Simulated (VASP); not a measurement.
Crystal: Cd.

```
Cd
1.0
     2.88186    0.00000    0.00000
    -1.44093    2.49577    0.00000
     0.00000    0.00000    5.63837
Cd
2
Cartesian
  0.0000 1.6638 1.4096
  1.4409 0.8319 4.2288
```

Base run:

- Program: VASP 6.6.1
- Functional: LDA
- Potentials or basis: VASP PAW LDA potentials, release 64 (Cd_sv_GW)
- Cutoff: 630 eV
- k mesh: 10 × 10 × 5
- Occupations: fermi-dirac, width 0.1 eV
- Spin: no spin polarisation

Its results: band gap on the k mesh zero (bands 20 and 21 overlap by 4.71 eV); pressure 0.0 GPa.

After a change of settings the same cell gave: band gap on the k mesh zero (bands 20 and 21 overlap by 3.08 eV); pressure 1.1 GPa. Which change was it?
A. k mesh from 10 × 10 × 5 to 6 × 6 × 3
B. k mesh from 10 × 10 × 5 to 13 × 13 × 6; occupations from fermi-dirac, width 0.1 eV to methfessel-paxton, width 0.01 eV
C. k mesh from 10 × 10 × 5 to 5 × 5 × 2

C.

Caveats: some runs use coarse meshes.
